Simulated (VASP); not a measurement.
# GaP (F-43m) in VASP: a series of runs, part 2 of 2

VASP 6.6.1. The steps go on from the part before.

### 3 Single point, LDA

INCAR reads:

```
PREC = Accurate
ENCUT = 500
EDIFF = 1E-6
ISMEAR = 0
SIGMA = 0.01
LREAL = False
LASPH = True
NELM = 120
ALGO = Normal
ISIF = 2
LWAVE = False
LCHARG = False
NBANDS = 16
GGA_COMPAT = False
```

KPOINTS reads:

```
Automatic mesh
0
Gamma
  10 10 10
```

POSCAR reads:

```
GaP
1.0
    0.0000000000      2.6436846573      2.6436846573
    2.6436846573      0.0000000000      2.6436846573
    2.6436846573      2.6436846573      0.0000000000
Ga P
1 1
Direct
    0.0000000000      0.0000000000      0.0000000000
    0.7500000000      0.7500000000      0.7500000000
```

Potentials or basis: VASP PAW LDA potentials, release 64 (Ga_d, P).

Run with:

```
$ cat potpaw_LDA.64/Ga_d/POTCAR potpaw_LDA.64/P/POTCAR > POTCAR
$ mpirun -np 1 vasp_std > vasp.out
```

OUTCAR:

```text
PREC = Accurate
   ENCUT = 500
   EDIFF = 1E-6
   ISMEAR = 0
   LREAL = False
   LASPH = True
   NELM = 120
   ISIF = 2

 ion  position               nearest neighbor table
   1  0.000  0.000  0.000-   2 2.29   2 2.29   2 2.29   2 2.29
   2  0.750  0.750  0.750-   1 2.29   1 2.29   1 2.29   1 2.29

  LATTYP: Found a face centered cubic cell.
 ALAT       =     5.2873693146

  Lattice vectors:

 A1 = (   0.0000000000,   2.6436846573,   2.6436846573)
 A2 = (   2.6436846573,   0.0000000000,   2.6436846573)
 A3 = (   2.6436846573,   2.6436846573,   0.0000000000)

Analysis of symmetry for initial positions (statically):
=====================================================================
 Subroutine PRICEL returns:
 Original cell was already a primitive cell.

 Routine SETGRP: Setting up the symmetry group for a
 face centered cubic supercell.

 Subroutine GETGRP returns: Found 24 space group operations
 (whereof 24 operations were pure point group operations)
 out of a pool of 48 trial point group operations.

The static configuration has the point symmetry T_d .

Analysis of symmetry for dynamics (positions and initial velocities):
=====================================================================
 Subroutine PRICEL returns:
 Original cell was already a primitive cell.

 Routine SETGRP: Setting up the symmetry group for a
 face centered cubic supercell.

 Subroutine GETGRP returns: Found 24 space group operations
 (whereof 24 operations were pure point group operations)
 out of a pool of 48 trial point group operations.

The dynamic configuration has the point symmetry T_d .

 Subroutine INISYM returns: Found 24 space group operations
 (whereof 24 operations are pure point group operations),
 and found     1 'primitive' translations

----------------------------------------------------------------------------------------

                                     Primitive cell

  volume of cell :      36.9538

[... 102 lines left out ...]
   EFERMI =   0.00;   METHOD = LEGACY
   ISMEAR =     0;   SIGMA  =   0.01  broadening in eV -4-tet -1-fermi 0-gaus
   EFERMI_NEDOS =   21; number of points for ismear=-14 and -15
   IALGO  =     38    algorithm
   IMIX   =      4    mixing-type and parameters
     AMIX     =   0.40;   BMIX     =  1.00
     AMIX_MAG =   1.60;   BMIX_MAG =  1.00
  volume/ion in A,a.u.               =      18.48       124.69
  Fermi-wavevector in a.u.,A,eV,Ry     =   1.288089  2.434136 22.574438  1.659174
  Thomas-Fermi vector in A             =   2.420064
   LORBIT       =      0    0 simple, 1 ext, 2 COOP (PROOUT), +10 PAW based schemes
   GGA     = CA    functional components
   LHFCALC =     F    Hartree Fock is set to
   AEXX    =    0.0000 exact exchange contribution
   IVDW    =     0    specifies the selected vdW correction
   LEPSILON=     F    determine dielectric tensor
   LRPA    =     F    only Hartree local field effects (RPA)
 non-spin polarized calculation
 Gauss-broadening in eV      SIGMA  =   0.01
  energy-cutoff  :      500.00
  volume of cell :       36.95
 maximum number of plane-waves:       960
   NGX = 13   NGY = 13   NGZ = 13

 number of electron      17.9999991 magnetization

 Free energy of the ion-electron system (eV)
  ---------------------------------------------------
  ext. energy  EPLUGINS =         0.00000000
  ---------------------------------------------------
  free energy    TOTEN  =       -10.41159046 eV

  energy without entropy =      -10.41159046  energy(sigma->0) =      -10.41159046

 E-fermi :   5.5999     XC(G=0): -10.5767

 val. band max:        5.4911444843   @ k =   0.0000   0.0000   0.0000
 cond. band min:       6.7833016684   @ k =   0.4000   0.4000   0.0000
 fundamental gap:      1.2921571841
 Fermi energy:         5.5999157859

 k-point     1 :       0.0000    0.0000    0.0000
  band No.  band energies     occupation
      1      -9.4039      2.00000
      2      -9.4039      2.00000
      3      -9.4039      2.00000
      4      -9.2751      2.00000
      5      -9.2751      2.00000
      6      -7.7419      2.00000
[... 433 lines left out ...]
      3      -9.3380      2.00000
      4      -9.3107      2.00000
      5      -9.2531      2.00000
      6      -5.5024      2.00000
[... 8 lines left out ...]
     15      17.5236      0.00000
     16      19.7845      0.00000

 [... further k-points ...]
[... 5 lines left out ...]
  --------------------------------------------------------------------------------------
  -------------------------------------------------------------------------------------
  Total        1.4003505      1.4003505      1.4003505      0.0000000      0.0000000      0.0000000
  in kB       60.7139374     60.7139374     60.7139374      0.0000000      0.0000000      0.0000000
  external PRESSURE =      60.7139374 kB  Pullay stress =       0.0000000 kB

 VOLUME and BASIS-vectors are now :
 -----------------------------------------------------------------------------
  energy-cutoff  :      500.00
  volume of cell :       36.95
      direct lattice vectors                 reciprocal lattice vectors
     0.000000000  2.643684657  2.643684657    -0.189129970  0.189129970  0.189129970
     2.643684657  0.000000000  2.643684657     0.189129970 -0.189129970  0.189129970
     2.643684657  2.643684657  0.000000000     0.189129970  0.189129970 -0.189129970

 POSITION                                       TOTAL-FORCE (eV/Angst)
 -----------------------------------------------------------------------------------
      0.00000      0.00000      0.00000         0.000000      0.000000      0.000000
      3.96553      3.96553      3.96553        -0.000000     -0.000000     -0.000000
 -----------------------------------------------------------------------------------
    total drift:                               -0.000001     -0.000001     -0.000001

  FREE ENERGIE OF THE ION-ELECTRON SYSTEM (eV)
  ---------------------------------------------------
  free  energy   TOTEN  =       -10.4115904632 eV

  energy  without entropy=      -10.4115904632  energy(sigma->0) =      -10.41159046
```

OSZICAR:

```text
N       E                     dE             d eps       ncg     rms          rms(c)
DAV:   1     0.806600221642E+02    0.80660E+02   -0.88634E+03  1552   0.165E+03
DAV:   2    -0.467990168801E+01   -0.85340E+02   -0.81833E+02  1808   0.311E+02
DAV:   3    -0.106768476223E+02   -0.59969E+01   -0.59803E+01  1824   0.653E+01
DAV:   4    -0.107729023771E+02   -0.96055E-01   -0.96036E-01  1912   0.891E+00
DAV:   5    -0.107747974872E+02   -0.18951E-02   -0.18951E-02  1808   0.110E+00    0.482E+00
DAV:   6    -0.104740440357E+02    0.30075E+00   -0.37563E-01  2376   0.115E+01    0.315E+00
DAV:   7    -0.104161676720E+02    0.57876E-01   -0.10380E-01  2096   0.237E+00    0.114E+00
DAV:   8    -0.104116539891E+02    0.45137E-02   -0.12719E-02  1760   0.127E+00    0.262E-01
DAV:   9    -0.104115942078E+02    0.59781E-04   -0.11019E-03  2200   0.408E-01    0.647E-02
DAV:  10    -0.104115850048E+02    0.92031E-05   -0.59110E-05  2336   0.103E-01    0.251E-02
DAV:  11    -0.104115907535E+02   -0.57487E-05   -0.10705E-05  1840   0.458E-02    0.955E-03
DAV:  12    -0.104115904632E+02    0.29033E-06   -0.51938E-07  1352   0.851E-03
   1 F= -.10411590E+02 E0= -.10411590E+02  d E =-.701624E-56
```

It took 16 s on 1 thread of Intel Xeon Platinum 8375C at 2.90GHz (Ice Lake), shared host; peak memory 0.15 GiB.

Results:

- Free energy: -10.4116 eV
- Pressure: 6.1 GPa
- Band gap on the k mesh: 1.29 eV, indirect (least direct gap 2.41 eV)

A k mesh can miss the band edges.
